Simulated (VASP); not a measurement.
# YIn3 (Pm-3m) in VASP: further runs

The runs below take YIn3 through single point, with LDA.

Program: VASP 6.6.1. These are calculated values, not measurements. Logs are shortened: lines on timing, memory, paths and dates and some standing lists are left out, and cuts for length are marked.

### 1 The cell of the first run

Symmetry: Pm-3m, No. 221, cubic system. Conventional cell: a = 4.559 Å, b = 4.559 Å, c = 4.559 Å, α = 90.00°, β = 90.00°, γ = 90.00°. Within 4.2 Å of Y (site symmetry m-3m) lie 12 In at 3.22 Å. Within 4.2 Å of In (site symmetry 4/mmm) lie 4 Y at 3.22 Å and 8 In at 3.22 Å.

### 2 Single point, LDA

INCAR reads:

```
SYSTEM = YIn3
PREC     = Accurate       ! precision mode
ENCUT    = 520            ! plane-wave cutoff, eV
EDIFF    = 1E-6           ! SCF threshold, eV
ISMEAR   = -1             ! smearing method
SIGMA    = 0.1            ! smearing width, eV
LREAL    = .False.        ! projectors in reciprocal space
LASPH    = .True.         ! aspherical terms in the spheres
NELM     = 80             ! most SCF steps
ALGO     = Normal         ! electronic algorithm
ISIF     = 2              ! what is computed and relaxed
LWAVE    = .False.        ! write WAVECAR
LCHARG   = .False.        ! write CHGCAR
NBANDS   = 33             ! bands
```

KPOINTS reads:

```
regular mesh
0
Gamma
  5 5 5
  0 0 0
```

POSCAR reads:

```
YIn3
1.0
    4.5587421721      0.0000000000      0.0000000000
    0.0000000000      4.5587421721      0.0000000000
    0.0000000000      0.0000000000      4.5587421721
Y In
1 3
Direct
    0.0000000000      0.0000000000      0.0000000000
    0.0000000000      0.5000000000      0.5000000000
    0.5000000000      0.0000000000      0.5000000000
    0.5000000000      0.5000000000      0.0000000000
```

Potentials or basis: VASP PAW LDA potentials, release 64 (Y_sv, In_d).

Launch:

```
cat potpaw_LDA.64/Y_sv/POTCAR potpaw_LDA.64/In_d/POTCAR > POTCAR
mpirun -np 1 vasp_std > vasp.out
```

OUTCAR:

```text
SYSTEM = YIn3
   PREC = Accurate
   ENCUT = 520
   EDIFF = 1E-6
   ISMEAR = -1
   LREAL = .False.
   LASPH = .True.
   NELM = 80
   ISIF = 2

 ion  position               nearest neighbor table
   1  0.000  0.000  0.000-   2 3.22   3 3.22   4 3.22   2 3.22   3 3.22   2 3.22   4 3.22   2 3.22
                             3 3.22   4 3.22   3 3.22   4 3.22
   2  0.000  0.500  0.500-   1 3.22   3 3.22   4 3.22   1 3.22   4 3.22   1 3.22   3 3.22   1 3.22
                             3 3.22   4 3.22   4 3.22   3 3.22
   3  0.500  0.000  0.500-   1 3.22   2 3.22   4 3.22   1 3.22   4 3.22   2 3.22   4 3.22   4 3.22
                             1 3.22   2 3.22   1 3.22   2 3.22
   4  0.500  0.500  0.000-   1 3.22   2 3.22   3 3.22   2 3.22   3 3.22   1 3.22   3 3.22   3 3.22
                             1 3.22   2 3.22   2 3.22   1 3.22

  LATTYP: Found a simple cubic cell.
 ALAT       =     4.5587421721

  Lattice vectors:

 A1 = (   4.5587421721,   0.0000000000,   0.0000000000)
 A2 = (   0.0000000000,   4.5587421721,   0.0000000000)
 A3 = (   0.0000000000,   0.0000000000,   4.5587421721)

Analysis of symmetry for initial positions (statically):
=====================================================================
 Subroutine PRICEL returns:
 Original cell was already a primitive cell.

 Routine SETGRP: Setting up the symmetry group for a
 simple cubic supercell.

 Subroutine GETGRP returns: Found 48 space group operations
 (whereof 48 operations were pure point group operations)
 out of a pool of 48 trial point group operations.

The static configuration has the point symmetry O_h .

Analysis of symmetry for dynamics (positions and initial velocities):
=====================================================================
 Subroutine PRICEL returns:
 Original cell was already a primitive cell.

 Routine SETGRP: Setting up the symmetry group for a
 simple cubic supercell.

 Subroutine GETGRP returns: Found 48 space group operations
 (whereof 48 operations were pure point group operations)
 out of a pool of 48 trial point group operations.

The dynamic configuration has the point symmetry O_h .

 Subroutine INISYM returns: Found 48 space group operations
 (whereof 48 operations are pure point group operations),
 and found     1 'primitive' translations

----------------------------------------------------------------------------------------

                                     Primitive cell

  volume of cell :      94.7404

[... 76 lines left out ...]
   NELM   =     80;   NELMIN=  2; NELMDL= -5     # of ELM steps
   EDIFF  = 0.1E-05   stopping-criterion for ELM
   LREAL  =      F    real-space projection
   EDIFFG = 0.1E-04   stopping-criterion for IOM
   NSW    =      0    number of steps for IOM
   IBRION =     -1    ionic relax: 0-MD 1-quasi-New 2-CG
   NFREE  =      0    steps in history (QN), initial steepest desc. (CG)
   ISIF   =      2    stress and relaxation
   ISYM   =      2    0-nonsym 1-usesym 2-fastsym
   POTIM  = 0.5000    time-step for ionic-motion
   TEBEG  =    0.0;   TEEND  =   0.0 temperature during run
   PSTRESS=    0.0 pullay stress
   NELECT =      50.0000    total number of electrons
   NUPDOWN=      -1.0000    fix difference up-down
   EMIN   =  10.00;   EMAX   =-10.00  energy-range for DOS
   EFERMI =   0.00;   METHOD = LEGACY
   ISMEAR =    -1;   SIGMA  =   0.10  broadening in eV -4-tet -1-fermi 0-gaus
   EFERMI_NEDOS =   21; number of points for ismear=-14 and -15
   IALGO  =     38    algorithm
   IMIX   =      4    mixing-type and parameters
     AMIX     =   0.40;   BMIX     =  1.00
     AMIX_MAG =   1.60;   BMIX_MAG =  1.00
  volume/ion in A,a.u.               =      23.69       159.83
  Fermi-wavevector in a.u.,A,eV,Ry     =   1.322980  2.500069 23.813936  1.750275
  Thomas-Fermi vector in A             =   2.452621
   LORBIT       =      0    0 simple, 1 ext, 2 COOP (PROOUT), +10 PAW based schemes
   GGA     = CA    functional components
   LHFCALC =     F    Hartree Fock is set to
   AEXX    =    0.0000 exact exchange contribution
   IVDW    =     0    specifies the selected vdW correction
   LEPSILON=     F    determine dielectric tensor
   LRPA    =     F    only Hartree local field effects (RPA)
 non-spin polarized calculation
  energy-cutoff  :      520.00
  volume of cell :       94.74
 maximum number of plane-waves:      2569
 NGX is ok and might be reduce to    36
   NGX = 17   NGY = 17   NGZ = 17

 number of electron      50.0000011 magnetization

 Free energy of the ion-electron system (eV)
  ---------------------------------------------------
  ext. energy  EPLUGINS =         0.00000000
  ---------------------------------------------------
  free energy    TOTEN  =       -18.73220238 eV

  energy without entropy =      -18.66581040  energy(sigma->0) =      -18.69900639

 E-fermi :   7.4219     XC(G=0): -11.0236

 val. band max:        7.2504146976   @ k =   0.4000   0.4000   0.0000
 cond. band min:       7.5034368567   @ k =   0.4000   0.2000   0.0000
 fundamental gap:      0.2530221591
 Fermi energy:         7.4218552566

 k-point     1 :       0.0000    0.0000    0.0000
  band No.  band energies     occupation
      1     -34.9300      2.00000
      2     -15.0971      2.00000
      3     -15.0971      2.00000
      4     -15.0971      2.00000
      5      -7.2622      2.00000
      6      -7.2619      2.00000
[... 349 lines left out ...]
     32      12.0910      0.00000
     33      15.1813      0.00000

------------------------ aborting loop because EDIFF is reached ----------------------------------------

  FORCE on cell =-STRESS in cart. coord.  units (eV):
  Direction    XX          YY          ZZ          XY          YZ          ZX
  --------------------------------------------------------------------------------------
  -------------------------------------------------------------------------------------
  Total       -1.2292592     -1.2292592     -1.2292592     -0.0000000      0.0000000      0.0000000
  in kB      -20.7882989    -20.7882989    -20.7882989     -0.0000000      0.0000000      0.0000000
  external PRESSURE =     -20.7882989 kB  Pullay stress =       0.0000000 kB

 VOLUME and BASIS-vectors are now :
 -----------------------------------------------------------------------------
  energy-cutoff  :      520.00
  volume of cell :       94.74
      direct lattice vectors                 reciprocal lattice vectors
     4.558742172  0.000000000  0.000000000     0.219358753  0.000000000  0.000000000
     0.000000000  4.558742172  0.000000000     0.000000000  0.219358753  0.000000000
     0.000000000  0.000000000  4.558742172     0.000000000  0.000000000  0.219358753

 POSITION                                       TOTAL-FORCE (eV/Angst)
 -----------------------------------------------------------------------------------
      0.00000      0.00000      0.00000         0.000000      0.000000      0.000000
      0.00000      2.27937      2.27937         0.000000      0.000000      0.000000
      2.27937      0.00000      2.27937         0.000000      0.000000      0.000000
      2.27937      2.27937      0.00000         0.000000      0.000000      0.000000
 -----------------------------------------------------------------------------------
    total drift:                                0.000000      0.000000      0.000000

  FREE ENERGIE OF THE ION-ELECTRON SYSTEM (eV)
  ---------------------------------------------------
  free  energy   TOTEN  =       -18.7322023836 eV

  energy  without entropy=      -18.6658104047  energy(sigma->0) =      -18.69900639
```

Run time: 23 s. Hardware: 1 thread of AMD EPYC 7R13 (Zen 3), shared host; peak memory 0.15 GiB.

What came out:

| Quantity | Value |
| --- | --- |
| Free energy | -18.7322 eV |
| Pressure | -2.1 GPa |
| Band gap on the k mesh | zero (bands 25 and 26 overlap by 2.01 eV) |

Caveat: spin-orbit coupling is left out, which moves the levels of the heavy elements.

### 3 Single point, LDA

This run uses another cell than the first one, of 24.33 Å³/atom.

INCAR reads:

```
PREC = Accurate
ENCUT = 520
EDIFF = 1E-6
ISMEAR = -1
SIGMA = 0.1
LREAL = F
LASPH = T
NELM = 60
ALGO = Normal
ISIF = 2
LWAVE = F
LCHARG = T
LELF = T
LVHAR = T
NBANDS = 33
```

KPOINTS reads:

```
Automatic mesh
0
Gamma
  5 5 5
```

POSCAR reads:

```
YIn3
1.0
    4.6000000000      0.0000000000      0.0000000000
    0.0000000000      4.6000000000      0.0000000000
    0.0000000000      0.0000000000      4.6000000000
Y In
1 3
Direct
    0.0000000000      0.0000000000      0.0000000000
    0.0000000000      0.5000000000      0.5000000000
    0.5000000000      0.0000000000      0.5000000000
    0.5000000000      0.5000000000      0.0000000000
```

Potentials or basis: VASP PAW LDA potentials, release 64 (Y_sv, In_d).

Launch:

```
cat potpaw_LDA.64/Y_sv/POTCAR potpaw_LDA.64/In_d/POTCAR > POTCAR
mpirun -np 1 vasp_std > vasp.out
```

Wall time 27 s (1 thread of AMD EPYC 7R13 (Zen 3), shared host); peak memory 0.16 GiB.

The run converged. Its results:

* Free energy: -18.6870 eV
* Pressure: -3.5 GPa
* Band gap on the k mesh: zero (bands 25 and 26 overlap by 1.94 eV)

Levels at points of the mesh, in eV from the Fermi level:
| k point | band 21 | band 22 | band 23 | band 24 | band 25 | band 26 | band 27 | band 28 | band 29 | band 30 |
| --- | --- | --- | --- | --- | --- | --- | --- | --- | --- | --- |
| (0.00, 0.00, 0.00) | -2.78 | -2.78 | -1.44 | -1.44 | -1.44 | 2.15 | 2.15 | 2.15 | 2.93 | 3.65 |

Caveat: the cell stands under tension; spin-orbit coupling is left out, which moves the levels of the heavy elements.

### 4 Single point, LDA

This run uses another cell than the first one, of 24.98 Å³/atom.

INCAR reads:

```
ALGO     = Normal         # electronic algorithm
EDIFF    = 1E-7           # SCF threshold, eV
ENCUT    = 520            # plane-wave cutoff, eV
GGA      = CA             # functional
ISIF     = 2              # what is computed and relaxed
ISMEAR   = -1             # smearing method
LASPH    = T              # aspherical terms in the spheres
LCHARG   = T              # write CHGCAR
LELF     = T              # ELF
LREAL    = F              # projectors in reciprocal space
LVHAR    = T            
LWAVE    = F              # write WAVECAR
NBANDS   = 33             # bands
NELM     = 80             # most SCF steps
PREC     = Accurate       # precision mode
SIGMA    = 0.1            # smearing width, eV
```

KPOINTS reads:

```
k-points
0
Gamma
  5 5 5
```

POSCAR reads:

```
YIn3
1.0
    4.6405307228      0.0000000000      0.0000000000
    0.0000000000      4.6405307228      0.0000000000
    0.0000000000      0.0000000000      4.6405307228
Y In
1 3
Direct
    0.0000000000      0.0000000000      0.0000000000
    0.0000000000      0.5000000000      0.5000000000
    0.5000000000      0.0000000000      0.5000000000
    0.5000000000      0.5000000000      0.0000000000
```

Launch:

```
cat potpaw_LDA.64/Y_sv/POTCAR potpaw_LDA.64/In_d/POTCAR > POTCAR
mpirun -np 1 vasp_std > vasp.out
```

Run time: 28 s. Hardware: 1 thread of AMD EPYC 7R13 (Zen 3), shared host; peak memory 0.16 GiB.

The run converged. Its results:

- Free energy: -18.6203 eV
- Pressure: -4.8 GPa
- Band gap on the k mesh: zero (bands 25 and 26 overlap by 1.87 eV)

Levels at points of the mesh, in eV from the Fermi level:
| k point | band 21 | band 22 | band 23 | band 24 | band 25 | band 26 | band 27 | band 28 | band 29 | band 30 |
| --- | --- | --- | --- | --- | --- | --- | --- | --- | --- | --- |
| (0.00, 0.00, 0.00) | -2.77 | -2.77 | -1.38 | -1.38 | -1.38 | 2.11 | 2.11 | 2.11 | 2.86 | 3.51 |

Caveat: the cell stands under tension; spin-orbit coupling is left out, which moves the levels of the heavy elements.

### 5 The runs side by side

```csv
cell,gap on the mesh (eV),pressure (GPa)
"a = 4.559 Å, 4 atoms",none,-2.1
"a = 4.600 Å, 4 atoms",none,-3.5
"a = 4.641 Å, 4 atoms",none,-4.8
```

Alike in all rows: task single point; level LDA; potentials or basis VASP PAW LDA potentials, release 64 (Y_sv, In_d); no spin polarisation; k mesh 5 × 5 × 5; cutoff (eV) 520; smearing fermi-dirac 0.1 eV.

Caveats: spin-orbit coupling is left out, which moves the levels of the heavy elements; the cell stands under tension (at least some runs).

Absolute energies hang on the potentials; compare differences alone.
